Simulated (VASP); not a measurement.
# In (P6/mmm) in VASP: relaxation of shape and atoms at fixed volume with PBE

Aim: the relaxation of shape and atoms at fixed volume of In with PBE.

Everything below comes from runs of VASP 6.6.1. Logs are shortened: lines on timing, memory, paths and dates and some standing lists are left out, and cuts for length are marked.

**1. The cell of the first run**

The structure is hexagonal, space group P6/mmm (No. 191). The conventional cell has a = 4.795 Å, b = 4.795 Å, c = 2.946 Å, α = 90.00°, β = 90.00°, γ = 120.00°. Within 3.9 Å of In (site symmetry 6/mmm) lie 14 In at 2.95 to 3.14 Å. In (site symmetry -6m2) has 11 In at 2.77 to 3.14 Å within 3.6 Å.

This isn't the form of In at room conditions, which is tetragonal.

**2. Relaxation of shape and atoms at fixed volume, PBE**

Contents of INCAR:

```
ALGO = Normal
EDIFF = 1E-6
EDIFFG = -0.005
ENCUT = 600
GGA = PE
IBRION = 2
ISIF = 4
ISMEAR = -1
LASPH = True
LCHARG = False
LREAL = False
LWAVE = False
NELM = 60
NSW = 50
PREC = Accurate
SIGMA = 0.1
```

Contents of KPOINTS:

```
k-points
0
Gamma
  8 8 10
```

Contents of POSCAR:

```
In
1.0
    4.7953848533      0.0000000000      0.0000000000
   -2.3976924267      4.1529251038      0.0000000000
    0.0000000000      0.0000000000      2.9463638983
In
3
Direct
    0.0000000000      0.0000000000      0.0000000000
    0.3333333333      0.6666666667      0.5000000000
    0.6666666667      0.3333333333      0.5000000000
```

Potentials or basis: VASP PAW PBE potentials, release 64 (In_d).

Launch:

```
$ cat potpaw_PBE.64/In_d/POTCAR > POTCAR
$ mpirun -np 1 vasp_std > vasp.out
```

OUTCAR:

```text
EDIFF = 1E-6
   EDIFFG = -0.005
   ENCUT = 600
   GGA = PE
   IBRION = 2
   ISIF = 4
   ISMEAR = -1
   LASPH = True
   LREAL = False
   NELM = 60
   NSW = 50
   PREC = Accurate

 ion  position               nearest neighbor table
   1  0.000  0.000  0.000-   2 3.14   3 3.14   2 3.14   3 3.14   2 3.14   2 3.14   3 3.14   3 3.14
                             3 3.14   3 3.14   2 3.14   2 3.14
   2  0.333  0.667  0.500-   3 2.77   3 2.77   3 2.77   1 3.14   1 3.14   1 3.14   1 3.14   1 3.14
                             1 3.14
   3  0.667  0.333  0.500-   2 2.77   2 2.77   2 2.77   1 3.14   1 3.14   1 3.14   1 3.14   1 3.14
                             1 3.14

  LATTYP: Found a hexagonal cell.
 ALAT       =     4.7953848533
 C/A-ratio  =     0.6144165669

  Lattice vectors:

 A1 = (   4.7953848533,   0.0000000000,   0.0000000000)
 A2 = (  -2.3976924267,   4.1529251038,   0.0000000000)
 A3 = (   0.0000000000,   0.0000000000,   2.9463638983)

Analysis of symmetry for initial positions (statically):
=====================================================================
 Subroutine PRICEL returns:
 Original cell was already a primitive cell.

 Routine SETGRP: Setting up the symmetry group for a
 hexagonal supercell.

 Subroutine GETGRP returns: Found 24 space group operations
 (whereof 24 operations were pure point group operations)
 out of a pool of 24 trial point group operations.

The static configuration has the point symmetry D_6h.

Analysis of symmetry for dynamics (positions and initial velocities):
=====================================================================
 Subroutine PRICEL returns:
 Original cell was already a primitive cell.

 Routine SETGRP: Setting up the symmetry group for a
 hexagonal supercell.

 Subroutine GETGRP returns: Found 24 space group operations
 (whereof 24 operations were pure point group operations)
 out of a pool of 24 trial point group operations.

The dynamic configuration has the point symmetry D_6h.

 Subroutine INISYM returns: Found 24 space group operations
 (whereof 24 operations are pure point group operations),
 and found     1 'primitive' translations

----------------------------------------------------------------------------------------

                                     Primitive cell

  volume of cell :      58.6765

  direct lattice vectors                    reciprocal lattice vectors
     4.795384853  0.000000000  0.000000000     0.208533836  0.120397067  0.000000000
    -2.397692427  4.152925104  0.000000000     0.000000000  0.240794133  0.000000000
     0.000000000  0.000000000  2.946363898     0.000000000  0.000000000  0.339401389

  length of vectors
     4.795384853  4.795384853  2.946363898     0.240794133  0.240794133  0.339401389

  position of ions in fractional coordinates (direct lattice)
     0.000000000  0.000000000  0.000000000
     0.333333333  0.666666667  0.500000000
     0.666666667  0.333333333  0.500000000

  ion indices of the primitive-cell ions
   primitive index   ion index
                 1           1
                 2           2
                 3           3

----------------------------------------------------------------------------------------

 KPOINTS: k-points

Automatic generation of k-mesh.
 Grid dimensions read from file:
 generate k-points for:    8    8   10

 Generating k-lattice:

  Cartesian coordinates                     Fractional coordinates (reciprocal lattice)
     0.026066730  0.015049633  0.000000000     0.125000000  0.000000000  0.000000000
     0.000000000  0.030099267  0.000000000     0.000000000  0.125000000  0.000000000
     0.000000000  0.000000000  0.033940139     0.000000000  0.000000000  0.100000000

  Length of vectors
     0.030099267  0.030099267  0.033940139

  Shift w.r.t. Gamma in fractional coordinates (k-lattice)
     0.000000000  0.000000000  0.000000000

 Subroutine IBZKPT returns following result:
 ===========================================

 Found     60 irreducible k-points:

 Following reciprocal coordinates:
            Coordinates               Weight
  0.000000  0.000000  0.000000      1.000000
  0.125000  0.000000  0.000000      6.000000
  0.250000  0.000000  0.000000      6.000000
  0.375000  0.000000  0.000000      6.000000
  0.500000  0.000000  0.000000      3.000000
  0.125000  0.125000  0.000000      6.000000
[... 16 lines left out ...]
  0.250000  0.000000  0.200000     12.000000
  0.375000  0.000000  0.200000     12.000000
 [... further k-points ...]
   k-points           NKPTS =     60   k-points in BZ     NKDIM =     60   number of bands    NBANDS=     23
   number of dos      NEDOS =    301   number of ions     NIONS =      3
   total plane-waves  NPLWV =  38400
   dimension x,y,z NGX =    40 NGY =   40 NGZ =   24
   dimension x,y,z NGXF=    80 NGYF=   80 NGZF=   48
   ions per type =               3
   NGX,Y,Z   is equivalent  to a cutoff of  13.87, 13.87, 13.54 a.u.
   NGXF,Y,Z  is equivalent  to a cutoff of  27.73, 27.73, 27.08 a.u.
 SYSTEM =  unknown system
   PREC   = accura    normal or accurate (medium, high low for compatibility)
   ISTART =      0    job   : 0-new  1-cont  2-samecut
   ICHARG =      2    charge: 1-file 2-atom 10-const
   ISPIN  =      1    spin polarized calculation?
   LNONCOLLINEAR =      F non collinear calculations
   LSORBIT =      F    spin-orbit coupling
   LASPH  =      T    aspherical Exc in radial PAW
   ENCUT  =  600.0 eV  44.10 Ry    6.64 a.u.   9.58  9.58  5.88*2*pi/ulx,y,z
   NELM   =     60;   NELMIN=  2; NELMDL= -5     # of ELM steps
   EDIFF  = 0.1E-05   stopping-criterion for ELM
   LREAL  =      F    real-space projection
   EDIFFG = -.5E-02   stopping-criterion for IOM
   NSW    =     50    number of steps for IOM
   IBRION =      2    ionic relax: 0-MD 1-quasi-New 2-CG
   NFREE  =      1    steps in history (QN), initial steepest desc. (CG)
   ISIF   =      4    stress and relaxation
   ISYM   =      2    0-nonsym 1-usesym 2-fastsym
   POTIM  = 0.5000    time-step for ionic-motion
   TEBEG  =    0.0;   TEEND  =   0.0 temperature during run
   PSTRESS=    0.0 pullay stress
   NELECT =      39.0000    total number of electrons
   NUPDOWN=      -1.0000    fix difference up-down
   EMIN   =  10.00;   EMAX   =-10.00  energy-range for DOS
   EFERMI =   0.00;   METHOD = LEGACY
   ISMEAR =    -1;   SIGMA  =   0.10  broadening in eV -4-tet -1-fermi 0-gaus
   EFERMI_NEDOS =   21; number of points for ismear=-14 and -15
   IALGO  =     38    algorithm
   IMIX   =      4    mixing-type and parameters
     AMIX     =   0.40;   BMIX     =  1.00
     AMIX_MAG =   1.60;   BMIX_MAG =  1.00
  volume/ion in A,a.u.               =      19.56       131.99
  Fermi-wavevector in a.u.,A,eV,Ry     =   1.428702  2.699856 27.772076  2.041190
  Thomas-Fermi vector in A             =   2.548735
   LORBIT       =      0    0 simple, 1 ext, 2 COOP (PROOUT), +10 PAW based schemes
   GGA     = PE    functional components
   LHFCALC =     F    Hartree Fock is set to
   AEXX    =    0.0000 exact exchange contribution
   IVDW    =     0    specifies the selected vdW correction
   LEPSILON=     F    determine dielectric tensor
   LRPA    =     F    only Hartree local field effects (RPA)
 conjugate gradient relaxation of ions
 non-spin polarized calculation
  energy-cutoff  :      600.00
  volume of cell :       58.68
 maximum number of plane-waves:      1992
 NGX is ok and might be reduce to    40
   NGX = 19   NGY = 19   NGZ = 11

--------------------------------------- Ionic step        1  -------------------------------------------

 number of electron      38.9999998 magnetization

 Free energy of the ion-electron system (eV)
  ---------------------------------------------------
  ext. energy  EPLUGINS =         0.00000000
  ---------------------------------------------------
  free energy    TOTEN  =        -5.95629730 eV

  energy without entropy =       -5.91264656  energy(sigma->0) =       -5.93447193

------------------------ aborting loop because EDIFF is reached ----------------------------------------

  FORCE on cell =-STRESS in cart. coord.  units (eV):
  Direction    XX          YY          ZZ          XY          YZ          ZX
  --------------------------------------------------------------------------------------
  -------------------------------------------------------------------------------------
  Total       11.4433096     11.4433096     10.8841146     -0.0000000      0.0000000     -0.0000000
  in kB      312.4627708    312.4627708    297.1937949     -0.0000000      0.0000000     -0.0000000
  external PRESSURE =     307.3731122 kB  Pullay stress =       0.0000000 kB
[... 59 lines left out ...]
  energy  without entropy=       -5.9135988321  energy(sigma->0) =       -5.93616658

--------------------------------------- Ionic step        3  -------------------------------------------

 number of electron      38.9999991 magnetization

 Free energy of the ion-electron system (eV)
  ---------------------------------------------------
  ext. energy  EPLUGINS =         0.00000000
  ---------------------------------------------------
  free energy    TOTEN  =        -5.95942640 eV

  energy without entropy =       -5.91431916  energy(sigma->0) =       -5.93687278

 E-fermi :  11.4739     XC(G=0): -11.7118

 val. band max:       11.4602086772   @ k =   0.1250   0.1250   0.5000
 cond. band min:      11.4778626596   @ k =   0.3750   0.0000   0.5000
 fundamental gap:      0.0176539824
 Fermi energy:        11.4738694192

 k-point     1 :       0.0000    0.0000    0.0000
  band No.  band energies     occupation
      1      -4.3381      2.00000
      2      -3.8906      2.00000
      3      -3.8364      2.00000
      4      -3.7924      2.00000
      5      -3.7924      2.00000
      6      -3.5697      2.00000
[... 613 lines left out ...]
     22      15.4682      0.00000
     23      16.1145      0.00000

 [... further k-points ...]

------------------------ aborting loop because EDIFF is reached ----------------------------------------

  FORCE on cell =-STRESS in cart. coord.  units (eV):
  Direction    XX          YY          ZZ          XY          YZ          ZX
  --------------------------------------------------------------------------------------
  -------------------------------------------------------------------------------------
  Total       11.2496636     11.2496636     11.2360397     -0.0000000      0.0000000      0.0000000
  in kB      307.1752116    307.1752116    306.8032092     -0.0000000      0.0000000      0.0000000
  external PRESSURE =     307.0512108 kB  Pullay stress =       0.0000000 kB
[... 18 lines left out ...]
  FREE ENERGIE OF THE ION-ELECTRON SYSTEM (eV)
  ---------------------------------------------------
  free  energy   TOTEN  =        -5.9594263958 eV

  energy  without entropy=       -5.9143191574  energy(sigma->0) =       -5.93687278

 reached required accuracy - stopping structural energy minimisation
```

It took 3.5 min on 1 thread of Intel Xeon 8259CL, shared host; peak memory 0.24 GiB.

What came out:

```
Free energy               : -5.9594 eV
Energy gained by relaxing : 1.0 meV/atom
Ionic steps               : 3
Pressure after relaxing   : 30.7 GPa
Band gap on the k mesh    : zero (an odd number of electrons rules out a gap without spin polarisation)
```

The path:
| step | energy change (eV) | largest force (eV/Å) | pressure (GPa) | volume (Å³) |
| --- | --- | --- | --- | --- |
| 1 | 0.0000 | 0.0000 | 30.74 | 58.68 |
| 2 | -0.0024 | 0.0000 | 30.74 | 58.68 |
| 3 | -0.0031 | 0.0000 | 30.71 | 58.68 |

Final structure:
```
In
1.0
     4.82195    0.00000    0.00000
    -2.41097    4.17593    0.00000
     0.00000    0.00000    2.91399
In
3
Cartesian
  0.0000 0.0000 0.0000
  0.0000 2.7840 1.4570
  2.4110 1.3920 1.4570
```

Levels at points of the mesh, in eV from the Fermi level:
| k point | band 15 | band 16 | band 17 | band 18 | band 19 | band 20 | band 21 | band 22 | band 23 |
| --- | --- | --- | --- | --- | --- | --- | --- | --- | --- |
| (0.00, 0.00, 0.00) | -14.55 | -11.97 | -2.47 | -2.24 | -1.76 | -1.76 | -1.70 | -1.70 | 5.89 |
| (0.50, 0.00, 0.00) | -14.51 | -9.46 | -9.45 | -4.73 | -4.06 | 4.71 | 4.75 | 5.45 | 5.46 |
| (0.00, 0.00, 0.50) | -14.36 | -7.01 | -6.42 | 1.24 | 1.24 | 1.24 | 1.42 | 2.54 | 2.57 |
| (0.50, 0.00, 0.50) | -14.44 | -4.98 | -4.43 | -4.09 | -3.65 | -0.14 | 0.04 | 0.27 | 1.82 |

Caveat: spin-orbit coupling is left out, which moves the levels of the heavy elements.
